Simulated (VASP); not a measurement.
Runs of VASP 6.6.1 on Nb. The structure is that of space group Fd-3m (No. 227), or close to it. The cells are those of the table. This isn't the form of Nb at room conditions, which is bcc.

| task | cell | k mesh | cutoff (eV) | gap on the mesh (eV) | pressure (GPa) |
| --- | --- | --- | --- | --- | --- |
| single point | a = 3.939 Å, angles 60.0°, 2 atoms | 11 × 11 × 11 | 520 | none | 12.6 |
| single point | a = 4.111 Å, angles 60.0°, 2 atoms | 15 × 15 × 15 | 520 | none | 0.0 |
| single point | a = 4.111 Å, angles 60.0°, 2 atoms | 9 × 9 × 9 | 520 | none | 0.0 |
| single point | a = 4.165 Å, angles 60.0°, 2 atoms | 11 × 11 × 11 | 520 | none | -2.7 |
| single point | a = 4.269 Å, angles 60.0°, 2 atoms | 11 × 11 × 11 | 520 | none | -6.7 |
| relaxation of cell and atoms | relaxed from a = 4.094 Å, angles 60.0°, 2 atoms | 9 × 9 × 9 | 600 | none | 0.0 |
| single point | a = 4.218 Å, angles 60.0°, 2 atoms | 11 × 11 × 11 | 520 | none | (a) |
| single point | a = 4.111 Å, angles 60.0°, 2 atoms | 11 × 11 × 11 | 520 | none | 0.0 |

Alike in all rows: level PBEsol; potentials or basis VASP PAW PBE potentials, release 64 (Nb_sv); no spin polarisation; smearing fermi-dirac 0.1 eV.

**Question.** Fill in the values left out.

**Answer.** (a) -4.9.

Caveats: the PAW data sets were made with another functional, which shifts forces and pressure a little; the cell stands under tension (at least some runs); the cell stands under pressure (at least some runs).

A k mesh can miss the band edges, and the runs leave out spin-orbit coupling on Nb.

A gap of «none» marks levels without a gap at the run's occupations.
